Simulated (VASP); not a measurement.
A run of VASP 6.6.1 is set up as follows.

Contents of INCAR:

```
SYSTEM = As
PREC = Accurate
ENCUT = 520
EDIFF = 1E-6
ISMEAR = 0
SIGMA = 0.02
LREAL = .FALSE.
LASPH = .TRUE.
NELM = 100
ALGO = Normal
ISIF = 2
LWAVE = .FALSE.
LCHARG = .TRUE.
GGA = PE
LELF = .TRUE.
LVHAR = .TRUE.
NBANDS = 18
```

File KPOINTS:

```
Automatic mesh
0
G
  12 12 4
  0 0 0
```

The input POSCAR:

```
As
1.0
    3.6082791148      0.0000000000      0.0000000000
   -1.8041395574      3.1248613774      0.0000000000
    0.0000000000      0.0000000000     12.0291915137
As
4
Direct
    0.0000000000      0.0000000000      0.7996664874
    0.0000000000      0.0000000000      0.2003335126
    0.3333333333      0.6666666667      0.6840660550
    0.6666666667      0.3333333333      0.3159339450
```

Potentials or basis: VASP PAW PBE potentials, release 64 (As).

Command:

```console
$ cat potpaw_PBE.64/As/POTCAR > POTCAR
$ mpirun -np 1 vasp_std > vasp.out
```

(1) What does it give for the pressure?

(2) Estimate the band gap on the k mesh.

(3) Predict the largest force.

Answers

(1) 0.2 GPa.

(2) 1.32 eV (least direct gap 1.69 eV).

(3) 0.082 eV/Å.

Caveat: this functional lacks dispersion, which binds the layers, so the pressure and a relaxed spacing across them are unreliable.
